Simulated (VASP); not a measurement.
A run of VASP 6.6.1 is set up as follows.

The input INCAR:

```
ALGO     = Normal         # electronic algorithm
EDIFF    = 1E-6           # SCF threshold, eV
ENCUT    = 520            # plane-wave cutoff, eV
GGA      = PS             # functional
ISIF     = 2              # what is computed and relaxed
ISMEAR   = 0              # smearing method
LASPH    = T              # aspherical terms in the spheres
LCHARG   = F              # write CHGCAR
LREAL    = F              # projectors in reciprocal space
LWAVE    = F              # write WAVECAR
NBANDS   = 30             # bands
NELM     = 100            # most SCF steps
PREC     = Accurate       # precision mode
SIGMA    = 0.1            # smearing width, eV
```

File KPOINTS:

```
k-points
0
Gamma
  6 6 4
```

POSCAR

```
Cu
1.0
    1.8065015302     -1.8087015082      0.0000000000
    1.8065015302      1.8087015082      0.0000000000
    0.0000000000      0.0000000000      6.9534863632
Cu
4
Direct
    0.7499570466      0.2500429534      0.1249944539
    0.7500429534      0.2499570466      0.6249944539
    0.2500429534      0.7499570466      0.8750055461
    0.2499570466      0.7500429534      0.3750055461
```

Potentials or basis: VASP PAW PBE potentials, release 64 (Cu).

The run is started by

```bash
$ cat potpaw_PBE.64/Cu/POTCAR > POTCAR
$ mpirun -np 1 vasp_std > vasp.out
```

Task: Predict the band gap on the k mesh.

Result: Zero (bands 22 and 23 overlap by 4.55 eV).

Task: Predict the pressure.

Result: 0.7 GPa.

Stress tensor (GPa, compression positive):
```
0.85 0.00 0.00
0.00 0.70 0.00
0.00 0.00 0.61
```

Caveat: the k points lie up to 0.41 Å⁻¹ apart, too coarse for converged energies and pressures of a metal; the PAW data sets were made with another functional, which shifts forces and pressure a little.
